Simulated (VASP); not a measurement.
A run of VASP 6.6.1:

File INCAR:

```
  PREC = Accurate
  ENCUT = 520
  EDIFF = 1E-6
  ISMEAR = 0
  SIGMA = 0.05
  LREAL = F
  LASPH = T
  NELM = 80
  ALGO = Normal
  ISIF = 2
  LWAVE = F
  LCHARG = T
  GGA = PS
  LELF = T
  LVHAR = T
  NBANDS = 18
```

KPOINTS

```
regular mesh
0
Gamma
  8 8 8
```

File POSCAR:

```
HfO2
1.0
    0.0000000000      2.4935625000      2.6853750000
    2.4935625000      0.0000000000      2.6853750000
    2.4935625000      2.4935625000      0.0000000000
Hf O
1 2
Direct
    0.0000000000      0.0000000000      0.0000000000
    0.2500000000      0.2500000000      0.2500000000
    0.7500000000      0.7500000000      0.7500000000
```

Potentials or basis: VASP PAW PBE potentials, release 64 (Hf_pv, O).

Run with:

```sh
$ cat potpaw_PBE.64/Hf_pv/POTCAR potpaw_PBE.64/O/POTCAR > POTCAR
$ mpirun -np 1 vasp_std > vasp.out
```

Hardware: 1 thread of Intel(R) Xeon(R) Platinum 8375C CPU @ 2.90GHz (Ice Lake), with other jobs on the host.

Problem. Estimate the wall time of this run.

Solution. Wall time 41 s on 1 thread of Intel(R) Xeon(R) Platinum 8375C CPU @ 2.90GHz (Ice Lake), on a shared host, peak memory 0.17 GiB. Counts: scf iterations 13, k points 59.
